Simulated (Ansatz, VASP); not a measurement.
## TiAl: VASP beside Ansatz

The input INCAR:

```
PREC     = Accurate       # precision mode
ENCUT    = 500            # plane-wave cutoff, eV
EDIFF    = 1E-6           # SCF threshold, eV
ISMEAR   = 0              # smearing method
SIGMA    = 0.15           # smearing width, eV
LREAL    = F              # projectors in reciprocal space
LASPH    = T              # aspherical terms in the spheres
NELM     = 120            # most SCF steps
ALGO     = Normal         # electronic algorithm
ISIF     = 2              # what is computed and relaxed
LWAVE    = F              # write WAVECAR
LCHARG   = F              # write CHGCAR
GGA      = PS             # functional
NBANDS   = 14             # bands
GGA_COMPAT= F
```

KPOINTS

```
Automatic mesh
0
Gamma
  24 24 14
```

POSCAR

```
TiAl
1.0
    2.8478212843      0.0000000000      0.0000000000
   -1.4239106421      2.4662855776      0.0000000000
    0.0000000000      0.0000000000      4.5968450171
Ti Al
1 1
Direct
    0.0000000000      0.0000000000      0.0000000000
    0.3333333333      0.6666666667      0.5000000000
```

Input for Ansatz:

```yaml
crystal:
  lattice:
    - [2.8478212843, 0.0, 0.0]
    - [-1.4239106421, 2.4662855776, 0.0]
    - [0.0, 0.0, 4.5968450171]
  atoms:
    - { symbol: Ti, position: [0.0, 0.0, 0.0] }
    - { symbol: Al, position: [0.3333333333, 0.6666666667, 0.5] }
basis:
  ecutwfc: 420
kpoints:
  mp_grid: { grid: [24, 24, 14] }
hamiltonian:
  xc: pbesol
scf:
  occupations: { method: gaussian, width: 0.15 }
output:
  forces: true
  stress: true
  eigenvalues: true
```

Change from the starting cell: strain -0.0050 x Voigt [0, 0, 1, 0, 0, 0], atoms carried along.

Alike in both runs: task single point; functional PBEsol; k mesh 24 × 24 × 14; occupations gaussian, width 0.15 eV; no spin polarisation.

|  | VASP | Ansatz |
| --- | --- | --- |
| version | VASP 6.6.1 | Ansatz 0.2.0 |
| potentials or method | VASP PAW PBE potentials, release 64 (Ti_sv, Al), cutoff 500 eV | scalar-relativistic, plane waves, PAW |
| valence electrons in the cell | 15 | 15 |

```tsv
	VASP	Ansatz	Ansatz less VASP
gap on the k mesh at the Fermi level (eV)	none	none	-
pressure (GPa)	0.7	0.7	-0.01
traceless stress, the component that is largest in VASP (GPa)	0.49	0.41	-0.073
```

VASP's potentials were made for PBE, not for PBEsol. A gap of «none» marks a metal or a gap that the smearing closes. With one functional, cell and mesh, what is left measures potentials, basis and numerics.
